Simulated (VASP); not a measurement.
# LiBe (P2_1/m) in VASP: further runs

Aim: see how the results for LiBe move with the level of theory and the settings. Levels: LDA, PBE. Tasks: single point.

All numbers are computed with VASP 6.6.1; they aren't measurements. Logs are shortened: lines on timing, memory, paths and dates and some standing lists are left out, and cuts for length are marked.

### 1 The cell of the first run

Symmetry: P2_1/m, No. 11, monoclinic system. The conventional cell has a = 2.296 Å, b = 3.613 Å, c = 5.528 Å, α = 90.00°, β = 94.17°, γ = 90.00°. Within 3.0 Å of Be (site symmetry m) lie 6 Be at 2.28 to 2.32 Å and 5 Li at 2.33 to 2.65 Å. Within 3.0 Å of Li (site symmetry m) lie 6 Li at 2.30 to 2.82 Å and 5 Be at 2.33 to 2.65 Å.

### 2 Single point, LDA

INCAR reads:

```
PREC = Accurate
ENCUT = 750
EDIFF = 1E-6
ISMEAR = 0
SIGMA = 0.1
LREAL = F
LASPH = T
NELM = 120
ALGO = Normal
ISIF = 2
LWAVE = F
LCHARG = F
NBANDS = 13
GGA_COMPAT = F
```

KPOINTS reads:

```
Automatic mesh
0
Gamma
  16 10 7
```

POSCAR reads:

```
LiBe
1.0
    2.2959861536      0.0000000000      0.0000000000
    0.0000000000      3.6127729800      0.0000000000
   -0.4017425219      0.0000000000      5.5135259934
Be Li
2 2
Direct
    0.2435819200      0.7500000000      0.4238283600
    0.7564180800      0.2500000000      0.5761716400
    0.2631524400      0.7500000000      0.8451422600
    0.7368475600      0.2500000000      0.1548577400
```

Potentials or basis: VASP PAW LDA potentials, release 64 (Be, Li_sv).

Run with:

```bash
$ cat potpaw_LDA.64/Be/POTCAR potpaw_LDA.64/Li_sv/POTCAR > POTCAR
$ mpirun -np 1 vasp_std > vasp.out
```

OUTCAR:

```text
PREC = Accurate
   ENCUT = 750
   EDIFF = 1E-6
   ISMEAR = 0
   LREAL = F
   LASPH = T
   NELM = 120
   ISIF = 2

 ion  position               nearest neighbor table
   1  0.244  0.750  0.424-   2 2.28   2 2.28   2 2.32   2 2.32   3 2.33
   2  0.756  0.250  0.576-   1 2.28   1 2.28   1 2.32   1 2.32   4 2.33
   3  0.263  0.750  0.845-   1 2.33
   4  0.737  0.250  0.155-   2 2.33

  LATTYP: Found a simple monoclinic cell.
 ALAT       =     2.2959861536
 B/A-ratio  =     1.5735168848
 C/A-ratio  =     2.4077423434
 COS(beta)  =    -0.0726722366

  Lattice vectors:

 A1 = (   2.2959861536,   0.0000000000,   0.0000000000)
 A2 = (   0.0000000000,   3.6127729800,   0.0000000000)
 A3 = (  -0.4017425219,   0.0000000000,   5.5135259934)

Analysis of symmetry for initial positions (statically):
=====================================================================
 Subroutine PRICEL returns:
 Original cell was already a primitive cell.

 Routine SETGRP: Setting up the symmetry group for a
 simple monoclinic supercell.

 Subroutine GETGRP returns: Found  4 space group operations
 (whereof  2 operations were pure point group operations)
 out of a pool of  4 trial point group operations.

The static configuration has the point symmetry S_2 .
 The point group associated with its full space group is C_2h.

Analysis of symmetry for dynamics (positions and initial velocities):
=====================================================================
 Subroutine PRICEL returns:
 Original cell was already a primitive cell.

 Routine SETGRP: Setting up the symmetry group for a
 simple monoclinic supercell.

 Subroutine GETGRP returns: Found  4 space group operations
 (whereof  2 operations were pure point group operations)
 out of a pool of  4 trial point group operations.

The dynamic configuration has the point symmetry S_2 .
 The point group associated with its full space group is C_2h.

 Subroutine INISYM returns: Found  4 space group operations
 (whereof  2 operations are pure point group operations),
 and found     1 'primitive' translations

----------------------------------------------------------------------------------------

                                     Primitive cell

  volume of cell :      45.7340

  direct lattice vectors                    reciprocal lattice vectors
     2.295986154  0.000000000  0.000000000     0.435542696  0.000000000  0.031735775
     0.000000000  3.612772980  0.000000000     0.000000000  0.276795693  0.000000000
    -0.401742522  0.000000000  5.513525993     0.000000000  0.000000000  0.181372138

  length of vectors
     2.295986154  3.612772980  5.528143082     0.436697378  0.276795693  0.181372138

  position of ions in fractional coordinates (direct lattice)
     0.243581920  0.750000000  0.423828360
     0.756418080  0.250000000  0.576171640
     0.263152440  0.750000000  0.845142260
     0.736847560  0.250000000  0.154857740

  ion indices of the primitive-cell ions
   primitive index   ion index
                 1           1
                 2           2
                 3           3
                 4           4

----------------------------------------------------------------------------------------

 KPOINTS: Automatic mesh

Automatic generation of k-mesh.
 Grid dimensions read from file:
 generate k-points for:   16   10    7

 Generating k-lattice:

  Cartesian coordinates                     Fractional coordinates (reciprocal lattice)
     0.027221419  0.000000000  0.001983486     0.062500000  0.000000000  0.000000000
     0.000000000  0.027679569  0.000000000     0.000000000  0.100000000  0.000000000
     0.000000000  0.000000000  0.025910305     0.000000000  0.000000000  0.142857143

  Length of vectors
     0.027293586  0.027679569  0.025910305

  Shift w.r.t. Gamma in fractional coordinates (k-lattice)
     0.000000000  0.000000000  0.000000000

 Subroutine IBZKPT returns following result:
 ===========================================

 Found    342 irreducible k-points:

 Following reciprocal coordinates:
            Coordinates               Weight
  0.000000  0.000000  0.000000      1.000000
  0.062500  0.000000  0.000000      2.000000
  0.125000  0.000000  0.000000      2.000000
  0.187500  0.000000 -0.000000      2.000000
  0.250000  0.000000  0.000000      2.000000
  0.312500  0.000000 -0.000000      2.000000
[... 16 lines left out ...]
  0.250000  0.200000  0.000000      4.000000
  0.312500  0.200000 -0.000000      4.000000
 [... further k-points ...]
   k-points           NKPTS =    342   k-points in BZ     NKDIM =    342   number of bands    NBANDS=     13
   number of dos      NEDOS =    301   number of ions     NIONS =      4
   total plane-waves  NPLWV =  38400
   dimension x,y,z NGX =    24 NGY =   32 NGZ =   50
   dimension x,y,z NGXF=    48 NGYF=   64 NGZF=  100
   ions per type =               2   2
   NGX,Y,Z   is equivalent  to a cutoff of  17.38, 14.73, 15.04 a.u.
   NGXF,Y,Z  is equivalent  to a cutoff of  34.76, 29.45, 30.07 a.u.
 SYSTEM =  unknown system
   PREC   = accura    normal or accurate (medium, high low for compatibility)
   ISTART =      0    job   : 0-new  1-cont  2-samecut
   ICHARG =      2    charge: 1-file 2-atom 10-const
   ISPIN  =      1    spin polarized calculation?
   LNONCOLLINEAR =      F non collinear calculations
   LSORBIT =      F    spin-orbit coupling
   LASPH  =      T    aspherical Exc in radial PAW
   ENCUT  =  750.0 eV  55.12 Ry    7.42 a.u.   5.13  8.07 12.34*2*pi/ulx,y,z
   NELM   =    120;   NELMIN=  2; NELMDL= -5     # of ELM steps
   EDIFF  = 0.1E-05   stopping-criterion for ELM
   LREAL  =      F    real-space projection
   EDIFFG = 0.1E-04   stopping-criterion for IOM
   NSW    =      0    number of steps for IOM
   IBRION =     -1    ionic relax: 0-MD 1-quasi-New 2-CG
   NFREE  =      0    steps in history (QN), initial steepest desc. (CG)
   ISIF   =      2    stress and relaxation
   ISYM   =      2    0-nonsym 1-usesym 2-fastsym
   POTIM  = 0.5000    time-step for ionic-motion
   TEBEG  =    0.0;   TEEND  =   0.0 temperature during run
   PSTRESS=    0.0 pullay stress
   NELECT =      10.0000    total number of electrons
   NUPDOWN=      -1.0000    fix difference up-down
   EMIN   =  10.00;   EMAX   =-10.00  energy-range for DOS
   EFERMI =   0.00;   METHOD = LEGACY
   ISMEAR =     0;   SIGMA  =   0.10  broadening in eV -4-tet -1-fermi 0-gaus
   EFERMI_NEDOS =   21; number of points for ismear=-14 and -15
   IALGO  =     38    algorithm
   IMIX   =      4    mixing-type and parameters
     AMIX     =   0.40;   BMIX     =  1.00
     AMIX_MAG =   1.60;   BMIX_MAG =  1.00
  volume/ion in A,a.u.               =      11.43        77.16
  Fermi-wavevector in a.u.,A,eV,Ry     =   0.986268  1.863777 13.234727  0.972725
  Thomas-Fermi vector in A             =   2.117637
   LORBIT       =      0    0 simple, 1 ext, 2 COOP (PROOUT), +10 PAW based schemes
   GGA     = CA    functional components
   LHFCALC =     F    Hartree Fock is set to
   AEXX    =    0.0000 exact exchange contribution
   IVDW    =     0    specifies the selected vdW correction
   LEPSILON=     F    determine dielectric tensor
   LRPA    =     F    only Hartree local field effects (RPA)
 non-spin polarized calculation
 Gauss-broadening in eV      SIGMA  =   0.10
  energy-cutoff  :      750.00
  volume of cell :       45.73
 maximum number of plane-waves:      2164
 NGX is ok and might be reduce to    24
   NGX = 11   NGY = 17   NGZ = 25

 number of electron      10.0000003 magnetization

 Free energy of the ion-electron system (eV)
  ---------------------------------------------------
  ext. energy  EPLUGINS =         0.00000000
  ---------------------------------------------------
  free energy    TOTEN  =       -11.89357683 eV

  energy without entropy =      -11.88875328  energy(sigma->0) =      -11.89116506

 E-fermi :   2.9493     XC(G=0):  -9.0275

 val. band max:        2.9432731552   @ k =  -0.3750   0.2000   0.4286
 cond. band min:       2.9565577307   @ k =   0.4375   0.0000   0.1429
 fundamental gap:      0.0132845755
 Fermi energy:         2.9492905011

 k-point     1 :       0.0000    0.0000    0.0000
  band No.  band energies     occupation
      1     -42.1889      2.00000
      2     -42.1409      2.00000
      3      -4.3366      2.00000
      4       0.0835      2.00000
      5       0.9388      2.00000
      6       2.3434      2.00000
      7       7.5419      0.00000
      8       8.6535      0.00000
      9       8.9769      0.00000
     10       9.7059      0.00000
     11      13.2956      0.00000
     12      13.6228      0.00000
     13      15.5266      0.00000

 k-point     2 :       0.0625    0.0000    0.0000
  band No.  band energies     occupation
      1     -42.1840      2.00000
      2     -42.1369      2.00000
      3      -4.2570      2.00000
      4       0.1680      2.00000
      5       1.0278      2.00000
      6       2.4509      2.00000
      7       7.5527      0.00000
      8       8.7343      0.00000
      9       9.1096      0.00000
     10       9.7934      0.00000
     11      13.2320      0.00000
     12      13.5643      0.00000
     13      14.1253      0.00000

 k-point     3 :       0.1250    0.0000    0.0000
  band No.  band energies     occupation
      1     -42.1699      2.00000
      2     -42.1254      2.00000
      3      -4.0182      2.00000
      4       0.4185      2.00000
      5       1.2930      2.00000
      6       2.7734      1.98715
      7       7.5309      0.00000
      8       8.9917      0.00000
      9       9.4905      0.00000
     10      10.0496      0.00000
     11      12.3758      0.00000
     12      13.1811      0.00000
     13      13.3927      0.00000
[... 305 lines left out ...]
 k-point    23 :       0.2500    0.2000    0.0000
  band No.  band energies     occupation
      1     -42.1197      2.00000
      2     -42.0913      2.00000
      3      -2.7406      2.00000
      4       1.6189      2.00000
      5       2.1747      2.00000
      6       2.5295      2.00000
      7       7.8907      0.00000
      8       8.0855      0.00000
      9       8.4751      0.00000
     10      11.7033      0.00000
     11      12.2759      0.00000
     12      13.7883      0.00000
     13      14.1029      0.00000

 k-point    24 :       0.3125    0.2000   -0.0000
  band No.  band energies     occupation
      1     -42.0944      2.00000
      2     -42.0712      2.00000
      3      -2.0340      2.00000
      4       2.2529      2.00000
      5       2.7704      1.98857
      6       3.3054      0.00000
      7       6.7719      0.00000
      8       8.3433      0.00000
      9       8.8417      0.00000
     10      11.6242      0.00000
     11      12.3241      0.00000
     12      12.5141      0.00000
     13      13.5503      0.00000

 [... further k-points ...]

------------------------ aborting loop because EDIFF is reached ----------------------------------------

  FORCE on cell =-STRESS in cart. coord.  units (eV):
  Direction    XX          YY          ZZ          XY          YZ          ZX
  --------------------------------------------------------------------------------------
  -------------------------------------------------------------------------------------
  Total       -0.9896294     -0.7478233     -0.8954763      0.0000000      0.0000000      0.0208520
  in kB      -34.6691974    -26.1981268    -31.3707811      0.0000000      0.0000000      0.7304985
  external PRESSURE =     -30.7460351 kB  Pullay stress =       0.0000000 kB

 VOLUME and BASIS-vectors are now :
 -----------------------------------------------------------------------------
  energy-cutoff  :      750.00
  volume of cell :       45.73
      direct lattice vectors                 reciprocal lattice vectors
     2.295986154  0.000000000  0.000000000     0.435542696  0.000000000  0.031735775
     0.000000000  3.612772980  0.000000000     0.000000000  0.276795693  0.000000000
    -0.401742522  0.000000000  5.513525993     0.000000000  0.000000000  0.181372138

 POSITION                                       TOTAL-FORCE (eV/Angst)
 -----------------------------------------------------------------------------------
      0.38899      2.70958      2.33679         0.000545     -0.000000      0.136928
      1.50525      0.90319      3.17674        -0.000545      0.000000     -0.136928
      0.26466      2.70958      4.65971        -0.000023     -0.000000     -0.111407
      1.62958      0.90319      0.85381         0.000023     -0.000000      0.111407
 -----------------------------------------------------------------------------------
    total drift:                                0.000000      0.000000     -0.000000

  FREE ENERGIE OF THE ION-ELECTRON SYSTEM (eV)
  ---------------------------------------------------
  free  energy   TOTEN  =       -11.8935768349 eV

  energy  without entropy=      -11.8887532848  energy(sigma->0) =      -11.89116506
```

Wall time 95 s (1 thread of Intel Xeon 6975P-C (Granite Rapids), shared host); peak memory 0.39 GiB.

Results:

```
Free energy            : -11.8936 eV
Pressure               : -3.1 GPa
Largest force          : 0.137 eV/Å
Band gap on the k mesh : zero (bands 5 and 6 overlap by 5.31 eV)
```

Forces on the atoms (eV/Å):
```
Be   0.001  0.000  0.137
Be  -0.001  0.000 -0.137
Li   0.000  0.000 -0.111
Li   0.000  0.000  0.111
```

Stress tensor (GPa, compression positive):
```
-3.47  0.00  0.07
 0.00 -2.62  0.00
 0.07  0.00 -3.14
```

Caveat: the cell stands under tension.

### 3 Single point, PBE

INCAR reads:

```
ALGO = Normal
EDIFF = 1E-6
ENCUT = 750
GGA = PE
GGA_COMPAT = False
ISIF = 2
ISMEAR = 1
LASPH = True
LCHARG = True
LELF = True
LREAL = False
LVHAR = True
LWAVE = False
NBANDS = 13
NELM = 120
PREC = Accurate
SIGMA = 0.1
```

KPOINTS reads:

```
k-points
0
Gamma
  16 10 7
```

POSCAR is that of step 2.

Potentials or basis: VASP PAW PBE potentials, release 64 (Be, Li_sv).

Run with:

```bash
$ cat potpaw_PBE.64/Be/POTCAR potpaw_PBE.64/Li_sv/POTCAR > POTCAR
$ mpirun -np 1 vasp_std > vasp.out
```

OUTCAR:

```text
EDIFF = 1E-6
   ENCUT = 750
   GGA = PE
   ISIF = 2
   ISMEAR = 1
   LASPH = True
   LREAL = False
   NELM = 120
   PREC = Accurate

 ion  position               nearest neighbor table
   1  0.244  0.750  0.424-   2 2.28   2 2.28   2 2.32   2 2.32   3 2.33
   2  0.756  0.250  0.576-   1 2.28   1 2.28   1 2.32   1 2.32   4 2.33
   3  0.263  0.750  0.845-   1 2.33
   4  0.737  0.250  0.155-   2 2.33

  LATTYP: Found a simple monoclinic cell.
 ALAT       =     2.2959861536
 B/A-ratio  =     1.5735168848
 C/A-ratio  =     2.4077423434
 COS(beta)  =    -0.0726722366

  Lattice vectors:

 A1 = (   2.2959861536,   0.0000000000,   0.0000000000)
 A2 = (   0.0000000000,   3.6127729800,   0.0000000000)
 A3 = (  -0.4017425219,   0.0000000000,   5.5135259934)

Analysis of symmetry for initial positions (statically):
=====================================================================
 Subroutine PRICEL returns:
 Original cell was already a primitive cell.

 Routine SETGRP: Setting up the symmetry group for a
[... 190 lines left out ...]
      7       7.5727      0.00000
      8       8.8365      0.00000
      9       9.1256      0.00000
     10       9.8818      0.00000
     11      13.3723      0.00000
     12      13.7992      0.00000
     13      15.8076      0.00000
[... 354 lines left out ...]
  band No.  band energies     occupation
      1     -42.9113      2.00000
      2     -42.8904      2.00000
      3      -2.0056      2.00000
      4       2.3399      2.00000
      5       2.8811      2.03459
      6       3.4120     -0.00001
      7       6.8843      0.00000
      8       8.5003      0.00000
      9       9.0124      0.00000
     10      11.7813      0.00000
     11      12.4573      0.00000
     12      12.6911      0.00000
     13      13.7266      0.00000

 [... further k-points ...]

------------------------ aborting loop because EDIFF is reached ----------------------------------------

  FORCE on cell =-STRESS in cart. coord.  units (eV):
  Direction    XX          YY          ZZ          XY          YZ          ZX
  --------------------------------------------------------------------------------------
  -------------------------------------------------------------------------------------
  Total       -0.2061792      0.1081120     -0.1460612      0.0000000      0.0000000      0.0306819
  in kB       -7.2229744      3.7874343     -5.1168897      0.0000000      0.0000000      1.0748655
  external PRESSURE =      -2.8508099 kB  Pullay stress =       0.0000000 kB

 VOLUME and BASIS-vectors are now :
 -----------------------------------------------------------------------------
  energy-cutoff  :      750.00
  volume of cell :       45.73
      direct lattice vectors                 reciprocal lattice vectors
     2.295986154  0.000000000  0.000000000     0.435542696  0.000000000  0.031735775
     0.000000000  3.612772980  0.000000000     0.000000000  0.276795693  0.000000000
    -0.401742522  0.000000000  5.513525993     0.000000000  0.000000000  0.181372138

 POSITION                                       TOTAL-FORCE (eV/Angst)
 -----------------------------------------------------------------------------------
      0.38899      2.70958      2.33679         0.000093      0.000000      0.081735
      1.50525      0.90319      3.17674        -0.000093      0.000000     -0.081735
      0.26466      2.70958      4.65971         0.000037      0.000000     -0.058071
      1.62958      0.90319      0.85381        -0.000037      0.000000      0.058071
 -----------------------------------------------------------------------------------
    total drift:                                0.000000      0.000000     -0.000000

  FREE ENERGIE OF THE ION-ELECTRON SYSTEM (eV)
  ---------------------------------------------------
  free  energy   TOTEN  =       -10.7096928208 eV

  energy  without entropy=      -10.7097083392  energy(sigma->0) =      -10.70969799
```

OSZICAR:

```text
N       E                     dE             d eps       ncg     rms          rms(c)
DAV:   1     0.368820006900E+02    0.36882E+02   -0.53457E+03  8892   0.950E+02
DAV:   2    -0.421580977027E+01   -0.41098E+02   -0.39411E+02 10458   0.204E+02
DAV:   3    -0.109190986587E+02   -0.67033E+01   -0.66220E+01 17534   0.506E+01
DAV:   4    -0.110070496800E+02   -0.87951E-01   -0.87889E-01 11208   0.800E+00
DAV:   5    -0.110084468431E+02   -0.13972E-02   -0.13971E-02 14523   0.903E-01    0.177E+00
DAV:   6    -0.107240728907E+02    0.28437E+00   -0.71710E-01 11443   0.243E+00    0.727E-01
DAV:   7    -0.107094032106E+02    0.14670E-01   -0.69954E-02 13999   0.980E-01    0.374E-01
DAV:   8    -0.107097478477E+02   -0.34464E-03   -0.68530E-03 11369   0.447E-01    0.414E-02
DAV:   9    -0.107097122510E+02    0.35597E-04   -0.86740E-04 14022   0.119E-01    0.280E-02
DAV:  10    -0.107096971328E+02    0.15118E-04   -0.14487E-04 11063   0.496E-02    0.689E-03
DAV:  11    -0.107096927537E+02    0.43791E-05   -0.25337E-05 11358   0.222E-02    0.112E-03
DAV:  12    -0.107096928208E+02   -0.67030E-07   -0.11840E-06  8568   0.592E-03
   1 F= -.10709693E+02 E0= -.10709698E+02  d E =0.155184E-04
```

stdout:

```text
POSCAR found type information on POSCAR BeLi
 POSCAR found :  2 types and       4 ions
 scaLAPACK will be used
 LDA part: xc-table for (Slater+PW92), standard interpolation
 POSCAR, INCAR and KPOINTS ok, starting setup
 FFT: planning ... GRIDC
 FFT: planning ... GRID_SOFT
 FFT: planning ... GRID
 WAVECAR not read
 entering main loop
```

It took 92 s on 1 thread of Intel Xeon 6975P-C (Granite Rapids), shared host; peak memory 0.41 GiB.

Results:

* Free energy: -10.7097 eV
* Pressure: -0.3 GPa
* Largest force: 0.082 eV/Å
* Band gap on the k mesh: zero (bands 5 and 6 overlap by 5.37 eV)

Forces in eV/Å, atoms in the order of the input:
```
Be   0.000  0.000  0.082
Be   0.000  0.000 -0.082
Li   0.000  0.000 -0.058
Li   0.000  0.000  0.058
```

[end of part 1 of 2]
